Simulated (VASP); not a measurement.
Write the native input for VASP 6.6.1 that does the following.

| Quantity | Value |
| --- | --- |
| Task | relaxation of cell and atoms |
| Functional | PBE |
| Potentials or basis | VASP PAW PBE potentials, release 64 (Li_sv, F_h) |
| Cutoff | 1350 eV |
| k mesh | 8 × 8 × 6 |
| Occupations | gaussian, width 0.02 eV |
| Spin | no spin polarisation |
| Dipole correction | no |
| Further INCAR settings | ALGO = Normal; EDIFF = 1e-07; IBRION = 2; EDIFFG = -0.01; NSW = 100; ISIF = 3 |

The structure of LiF lies in POSCAR:

```
LiF
1.0
    2.6951643997      0.0000000000      0.0000000000
    0.0000000000      2.6951643997      0.0000000000
    0.0000000000      0.0000000000      4.4634634969
Li F
1 1
Direct
    0.0000000000      0.0000000000      0.0000000000
    0.5000000000      0.5000000000      0.0000000000
```

The cell was generated, and may not be a known phase.

These files were run (other wordings do the same):

INCAR

```
SYSTEM = LiF
PREC = Accurate
ENCUT = 1350
EDIFF = 1E-7
ISMEAR = 0
SIGMA = 0.02
LREAL = .False.
LASPH = .True.
NELM = 120
ALGO = Normal
ISIF = 3
LWAVE = .False.
LCHARG = .False.
GGA = PE
IBRION = 2
NSW = 100
EDIFFG = -0.01
GGA_COMPAT = .False.
NELMIN = 4
```

KPOINTS

```
Automatic mesh
0
Gamma
  8 8 6
  0 0 0
```

Potentials or basis: VASP PAW PBE potentials, release 64 (Li_sv, F_h).

Run with:

```sh
$ cat potpaw_PBE.64/Li_sv/POTCAR potpaw_PBE.64/F_h/POTCAR > POTCAR
$ mpirun -np 1 vasp_std > vasp.out
```

Results of the run:

The relaxed volume is 14.70 Å³/atom and the relaxed cell is a = 2.690 Å, b = 2.690 Å, c = 4.064 Å, α = 90.00°, β = 90.00°, γ = 90.00°. The space group after relaxing (to 0.1 Å) is P4/mmm (No. 123), the energy gained by relaxing is 1.1 meV/atom and the ionic steps are 9. The pressure after relaxing is 0.0 GPa and the band gap on the k mesh is 5.89 eV (least direct gap 6.26 eV).

It took 3.9 min on 1 thread of Intel(R) Xeon(R) Platinum 8259CL CPU @ 2.50GHz (Skylake/Cascade Lake), with other jobs on the host, peak memory 0.27 GiB.
